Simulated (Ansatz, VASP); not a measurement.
Cu: VASP beside Ansatz

```xyz
1
Lattice="0.0000 1.7682 1.9102 1.7682 0.0000 1.9102 1.7682 1.7682 0.0000" Properties=species:S:1:pos:R:3 pbc="T T T"
Cu    0.0000    0.0000    0.0000
```

Alike in both runs: task single point; functional PBE; k mesh 24 × 24 × 24; occupations gaussian, width 0.15 eV; no spin polarisation.

|  | VASP | Ansatz |
| --- | --- | --- |
| version | VASP 6.6.1 | Ansatz 0.2.0 |
| potentials or method | VASP PAW PBE potentials, release 64 (Cu), cutoff 520 eV | scalar-relativistic, plane waves, PAW |
| valence electrons in the cell | 11 | 19 |

|  | VASP | Ansatz | Ansatz less VASP |
| --- | --- | --- | --- |
| gap on the k mesh at the Fermi level (eV) | none | none | - |
| pressure (GPa) | 1.0 | 0.3 | -0.71 |
| traceless stress, the component that is largest in VASP (GPa) | -3.86 | -3.87 | -0.007 |

A gap of «none» marks a metal or a gap that the smearing closes. VASP's potentials hold 11 valence electrons a cell and Ansatz's 19, so a difference there can come from the potentials and not from the codes.
